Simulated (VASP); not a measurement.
# AlN (Pm) in VASP: notebook

AlN is run at these levels: PBE; tasks: single point.

All numbers are computed with VASP 6.6.1; they aren't measurements. Logs are shortened: lines on timing, memory, paths and dates and some standing lists are left out, and cuts for length are marked.

**1. The cell of the first run**

It takes space group Pm (No. 6, monoclinic). Conventional cell: a = 3.313 Å, b = 4.187 Å, c = 5.739 Å, α = 90.00°, β = 90.00°, γ = 90.00°. Within 2.2 Å of Al (site symmetry m) lie 5 N at 1.52 to 2.20 Å. Al (site symmetry m) has 5 N at 1.91 to 2.09 Å within 2.5 Å. Within 2.5 Å of Al (site symmetry m) lie 5 N at 1.91 to 2.09 Å. Al (site symmetry m) has 5 N at 1.91 to 2.09 Å and 2 Al at 2.59 Å within 2.6 Å. N (site symmetry m) has 5 Al at 1.91 to 2.13 Å within 2.5 Å. N (site symmetry m) has 5 Al at 1.91 to 2.09 Å within 2.5 Å. Within 2.5 Å of N (site symmetry m) lie 5 Al at 1.91 to 2.20 Å. N (site symmetry m) has 3 Al at 1.52 to 1.91 Å within 2.0 Å.

**2. Single point, PBE (atom 1 (Al) moved by -0.378 Å along [1 0 0] and -0.126 Å along [1 2 0])**

Contents of INCAR:

```
  PREC = Accurate
  ENCUT = 520
  EDIFF = 1E-6
  ISMEAR = 0
  SIGMA = 0.05
  LREAL = F
  LASPH = T
  NELM = 60
  ALGO = Normal
  ISIF = 2
  LWAVE = F
  LCHARG = F
  GGA = PE
  NBANDS = 26
```

Contents of KPOINTS:

```
Automatic mesh
0
Gamma
  8 6 4
```

Contents of POSCAR:

```
AlN
1.0
   -1.6567491617      2.8695737234      0.0000000000
    0.0000000000      0.0000000000      4.1874629526
    4.9702474850      2.8695737234      0.0000000000
Al N
4 4
Direct
    0.5241076926      0.7500000000      0.0986500133
    0.0000000000      0.7500000000      0.6666666667
    0.0000000000      0.2500000000      0.3333333333
    0.5000000000      0.2500000000      0.8333333333
    0.5000000000      0.2500000000      0.1666666667
    0.0000000000      0.2500000000      0.6666666667
    0.0000000000      0.7500000000      0.3333333333
    0.5000000000      0.7500000000      0.8333333333
```

Potentials or basis: VASP PAW PBE potentials, release 64 (Al, N).

The run is started by

```
> cat potpaw_PBE.64/Al/POTCAR potpaw_PBE.64/N/POTCAR > POTCAR
> mpirun -np 1 vasp_std > vasp.out
```

OUTCAR:

```text
PREC = Accurate
   ENCUT = 520
   EDIFF = 1E-6
   ISMEAR = 0
   LREAL = F
   LASPH = T
   NELM = 60
   ISIF = 2
   GGA = PE

 ion  position               nearest neighbor table
   1  0.524  0.750  0.099-   8 1.52   7 2.07   5 2.13   5 2.13   7 2.20   4 2.59   4 2.59   2 2.94
                             3 2.95   3 2.95   2 3.03   3 3.04   3 3.04
   2  0.000  0.750  0.667-   8 1.91   8 1.91   7 1.91   6 2.09   6 2.09   4 2.84   4 2.84   4 2.84
                             4 2.84   3 2.84   3 2.84   1 2.94   1 3.03
   3  0.000  0.250  0.333-   5 1.91   5 1.91   6 1.91   7 2.09   7 2.09   2 2.84   2 2.84   1 2.95
                             1 2.95   1 3.04   1 3.04   4 3.31   4 3.31   4 3.31   4 3.31
   4  0.500  0.250  0.833-   6 1.91   6 1.91   5 1.91   8 2.09   8 2.09   1 2.59   1 2.59   2 2.84
                             2 2.84   2 2.84   2 2.84   3 3.31   3 3.31   3 3.31   3 3.31
   5  0.500  0.250  0.167-   3 1.91   3 1.91   4 1.91   1 2.13   1 2.13
   6  0.000  0.250  0.667-   4 1.91   4 1.91   3 1.91   2 2.09   2 2.09
   7  0.000  0.750  0.333-   2 1.91   1 2.07   3 2.09   3 2.09   1 2.20
   8  0.500  0.750  0.833-   1 1.52   2 1.91   2 1.91   4 2.09   4 2.09

  LATTYP: Found a simple orthorhombic cell.
 ALAT       =     3.3134983233
 B/A-ratio  =     1.2637588868
 C/A-ratio  =     1.7320508076

  Lattice vectors:

 A1 = (  -1.6567491617,   2.8695737234,   0.0000000000)
 A2 = (   0.0000000000,   0.0000000000,   4.1874629526)
 A3 = (   4.9702474850,   2.8695737234,   0.0000000000)

Analysis of symmetry for initial positions (statically):
=====================================================================
 Subroutine PRICEL returns:
 Original cell was already a primitive cell.

 Routine SETGRP: Setting up the symmetry group for a
 simple orthorhombic supercell.

 Subroutine GETGRP returns: Found  2 space group operations
 (whereof  1 operations were pure point group operations)
 out of a pool of  8 trial point group operations.

The static configuration has the point symmetry C_1 .
 The point group associated with its full space group is C_1h.

Analysis of symmetry for dynamics (positions and initial velocities):
=====================================================================
 Subroutine PRICEL returns:
 Original cell was already a primitive cell.

 Routine SETGRP: Setting up the symmetry group for a
 simple orthorhombic supercell.

 Subroutine GETGRP returns: Found  2 space group operations
 (whereof  1 operations were pure point group operations)
 out of a pool of  8 trial point group operations.

The dynamic configuration has the point symmetry C_1 .
 The point group associated with its full space group is C_1h.

 Subroutine INISYM returns: Found  2 space group operations
 (whereof  1 operations are pure point group operations),
 and found     1 'primitive' translations

----------------------------------------------------------------------------------------

                                     Primitive cell

  volume of cell :      79.6315

  direct lattice vectors                    reciprocal lattice vectors
    -1.656749162  2.869573723  0.000000000    -0.150897919  0.261362862  0.000000000
     0.000000000  0.000000000  4.187462953     0.000000000  0.000000000  0.238808083
     4.970247485  2.869573723  0.000000000     0.150897919  0.087120954  0.000000000

  length of vectors
     3.313498323  4.187462953  5.739147447     0.301795837  0.238808083  0.174241908

  position of ions in fractional coordinates (direct lattice)
     0.524107693  0.750000000  0.098650013
     0.000000000  0.750000000  0.666666667
     0.000000000  0.250000000  0.333333333
     0.500000000  0.250000000  0.833333333
     0.500000000  0.250000000  0.166666667
     0.000000000  0.250000000  0.666666667
     0.000000000  0.750000000  0.333333333
     0.500000000  0.750000000  0.833333333

  ion indices of the primitive-cell ions
   primitive index   ion index
                 1           1
                 2           2
                 3           3
                 4           4
                 5           5
                 6           6
                 7           7
                 8           8

----------------------------------------------------------------------------------------

 KPOINTS: Automatic mesh

Automatic generation of k-mesh.
 Grid dimensions read from file:
 generate k-points for:    8    6    4

 Generating k-lattice:

  Cartesian coordinates                     Fractional coordinates (reciprocal lattice)
    -0.018862240  0.032670358  0.000000000     0.125000000  0.000000000  0.000000000
     0.000000000  0.000000000  0.039801347     0.000000000  0.166666667  0.000000000
     0.037724480  0.021780238  0.000000000     0.000000000  0.000000000  0.250000000

  Length of vectors
     0.037724480  0.039801347  0.043560477

  Shift w.r.t. Gamma in fractional coordinates (k-lattice)
     0.000000000  0.000000000  0.000000000

 Subroutine IBZKPT returns following result:
 ===========================================

 Found     72 irreducible k-points:

 Following reciprocal coordinates:
            Coordinates               Weight
  0.000000  0.000000  0.000000      1.000000
  0.125000  0.000000 -0.000000      2.000000
  0.250000  0.000000 -0.000000      2.000000
  0.375000  0.000000 -0.000000      2.000000
  0.500000  0.000000 -0.000000      1.000000
  0.000000  0.166667  0.000000      2.000000
[... 16 lines left out ...]
  0.125000  0.000000 -0.250000      2.000000
  0.250000  0.000000  0.250000      2.000000
 [... further k-points ...]
   k-points           NKPTS =     72   k-points in BZ     NKDIM =     72   number of bands    NBANDS=     26
   number of dos      NEDOS =    301   number of ions     NIONS =      8
   total plane-waves  NPLWV =  43008
   dimension x,y,z NGX =    28 NGY =   32 NGZ =   48
   dimension x,y,z NGXF=    56 NGYF=   64 NGZF=   96
   ions per type =               4   4
   NGX,Y,Z   is equivalent  to a cutoff of  14.05, 12.70, 13.90 a.u.
   NGXF,Y,Z  is equivalent  to a cutoff of  28.10, 25.41, 27.81 a.u.
 SYSTEM =  unknown system
   PREC   = accura    normal or accurate (medium, high low for compatibility)
   ISTART =      0    job   : 0-new  1-cont  2-samecut
   ICHARG =      2    charge: 1-file 2-atom 10-const
   ISPIN  =      1    spin polarized calculation?
   LNONCOLLINEAR =      F non collinear calculations
   LSORBIT =      F    spin-orbit coupling
   LASPH  =      T    aspherical Exc in radial PAW
   ENCUT  =  520.0 eV  38.22 Ry    6.18 a.u.   6.16  7.79 10.67*2*pi/ulx,y,z
   NELM   =     60;   NELMIN=  2; NELMDL= -5     # of ELM steps
   EDIFF  = 0.1E-05   stopping-criterion for ELM
   LREAL  =      F    real-space projection
   EDIFFG = 0.1E-04   stopping-criterion for IOM
   NSW    =      0    number of steps for IOM
   IBRION =     -1    ionic relax: 0-MD 1-quasi-New 2-CG
   NFREE  =      0    steps in history (QN), initial steepest desc. (CG)
   ISIF   =      2    stress and relaxation
   ISYM   =      2    0-nonsym 1-usesym 2-fastsym
   POTIM  = 0.5000    time-step for ionic-motion
   TEBEG  =    0.0;   TEEND  =   0.0 temperature during run
   PSTRESS=    0.0 pullay stress
   NELECT =      32.0000    total number of electrons
   NUPDOWN=      -1.0000    fix difference up-down
   EMIN   =  10.00;   EMAX   =-10.00  energy-range for DOS
   EFERMI =   0.00;   METHOD = LEGACY
   ISMEAR =     0;   SIGMA  =   0.05  broadening in eV -4-tet -1-fermi 0-gaus
   EFERMI_NEDOS =   21; number of points for ismear=-14 and -15
   IALGO  =     38    algorithm
   IMIX   =      4    mixing-type and parameters
     AMIX     =   0.40;   BMIX     =  1.00
     AMIX_MAG =   1.60;   BMIX_MAG =  1.00
  volume/ion in A,a.u.               =       9.95        67.17
  Fermi-wavevector in a.u.,A,eV,Ry     =   1.208082  2.282944 19.857191  1.459462
  Thomas-Fermi vector in A             =   2.343701
   LORBIT       =      0    0 simple, 1 ext, 2 COOP (PROOUT), +10 PAW based schemes
   GGA     = PE    functional components
   LHFCALC =     F    Hartree Fock is set to
   AEXX    =    0.0000 exact exchange contribution
   IVDW    =     0    specifies the selected vdW correction
   LEPSILON=     F    determine dielectric tensor
   LRPA    =     F    only Hartree local field effects (RPA)
 non-spin polarized calculation
 Gauss-broadening in eV      SIGMA  =   0.05
  energy-cutoff  :      520.00
  volume of cell :       79.63
 maximum number of plane-waves:      2174
 NGX is ok and might be reduce to    28
   NGX = 13   NGY = 15   NGZ = 21

 number of electron      31.9999993 magnetization

 Free energy of the ion-electron system (eV)
  ---------------------------------------------------
  ext. energy  EPLUGINS =         0.00000000
  ---------------------------------------------------
  free energy    TOTEN  =       -56.07917243 eV

  energy without entropy =      -56.07917243  energy(sigma->0) =      -56.07917243

 E-fermi :   8.2235     XC(G=0): -11.1507

 val. band max:        7.9912800641   @ k =   0.0000   0.0000   0.0000
 cond. band min:      10.5734312369   @ k =   0.0000   0.0000   0.0000
 fundamental gap:      2.5821511728
 Fermi energy:         8.2234713753

 k-point     1 :       0.0000    0.0000    0.0000
  band No.  band energies     occupation
      1      -9.3395      2.00000
      2      -6.8296      2.00000
      3      -6.4069      2.00000
      4      -4.6598      2.00000
      5       0.6809      2.00000
      6       1.4120      2.00000
[... 18 lines left out ...]
     25      16.8901      0.00000
     26      18.6844      0.00000

 k-point     2 :       0.1250    0.0000   -0.0000
  band No.  band energies     occupation
      1      -9.2200      2.00000
      2      -6.7449      2.00000
      3      -6.4119      2.00000
      4      -4.6615      2.00000
      5       0.8174      2.00000
      6       1.3369      2.00000
[... 18 lines left out ...]
     25      17.7871      0.00000
[... 608 lines left out ...]
     25      17.6167      0.00000
     26      17.9757      0.00000

 k-point    24 :       0.2500    0.0000    0.2500
  band No.  band energies     occupation
      1      -8.8125      2.00000
      2      -6.9680      2.00000
      3      -6.1403      2.00000
      4      -4.6566      2.00000
      5       1.2834      2.00000
      6       1.3108      2.00000
[... 18 lines left out ...]
     25      17.6146      0.00000
     26      18.0134      0.00000

 [... further k-points ...]

------------------------ aborting loop because EDIFF is reached ----------------------------------------

  FORCE on cell =-STRESS in cart. coord.  units (eV):
  Direction    XX          YY          ZZ          XY          YZ          ZX
  --------------------------------------------------------------------------------------
  -------------------------------------------------------------------------------------
  Total       10.2971767      3.5726663      0.2948163      7.6499154      0.0000000      0.0000000
  in kB      207.1779989     71.8816303      5.9316692    153.9154090      0.0000000      0.0000000
  external PRESSURE =      94.9970994 kB  Pullay stress =       0.0000000 kB

 VOLUME and BASIS-vectors are now :
 -----------------------------------------------------------------------------
  energy-cutoff  :      520.00
  volume of cell :       79.63
      direct lattice vectors                 reciprocal lattice vectors
    -1.656749162  2.869573723  0.000000000    -0.150897919  0.261362862  0.000000000
     0.000000000  0.000000000  4.187462953     0.000000000  0.000000000  0.238808083
     4.970247485  2.869573723  0.000000000     0.150897919  0.087120954  0.000000000

 POSITION                                       TOTAL-FORCE (eV/Angst)
 -----------------------------------------------------------------------------------
     -0.37800      1.78705      3.14060        14.265331      8.390623      0.000000
      3.31350      1.91305      3.14060        -1.906724     -1.042943      0.000000
      1.65675      0.95652      1.04687        -0.451536     -0.149600      0.000000
      3.31350      3.82610      1.04687        -0.286959     -0.283001      0.000000
      0.00000      1.91305      1.04687        -1.635860     -0.724678      0.000000
      3.31350      1.91305      1.04687         0.763721      0.456263      0.000000
      1.65675      0.95652      3.14060        -1.205180     -0.631930      0.000000
      3.31350      3.82610      3.14060        -9.542792     -6.014734      0.000000
 -----------------------------------------------------------------------------------
    total drift:                                0.000149      0.000147      0.000000

  FREE ENERGIE OF THE ION-ELECTRON SYSTEM (eV)
  ---------------------------------------------------
  free  energy   TOTEN  =       -56.0791724299 eV

  energy  without entropy=      -56.0791724299  energy(sigma->0) =      -56.07917243
```

Wall time 1.7 min (1 thread of Intel Xeon Platinum 8124M at 3.00GHz (Skylake/Cascade Lake), shared host); peak memory 0.26 GiB.

What came out:

```yaml
Free_energy: -56.0792 eV
Pressure: 9.5 GPa
Largest_force: 16.550 eV/Å
Band_gap_on_the_k_mesh: 2.58 eV
```

Forces in eV/Å, atoms in the order of the input:
```
Al  14.265  8.391  0.000
Al  -1.907 -1.043  0.000
Al  -0.452 -0.150  0.000
Al  -0.287 -0.283  0.000
N   -1.636 -0.725  0.000
N    0.764  0.456  0.000
N   -1.205 -0.632  0.000
N   -9.543 -6.015  0.000
```

Stress tensor (GPa, compression positive):
```
20.72 15.39  0.00
15.39  7.19  0.00
 0.00  0.00  0.59
```

Caveat: the cell differs from its parent crystal (atom 1 (Al) moved by -0.378 Å along [1 0 0] and -0.126 Å along [1 2 0]); the stress differs along the axes, from 1 to 21 GPa; forces of over 1 eV/Å act on the atoms, so gaps and moduli don't describe the material at rest. A k mesh can miss the band edges.

(Continued in part 2 of 2.)
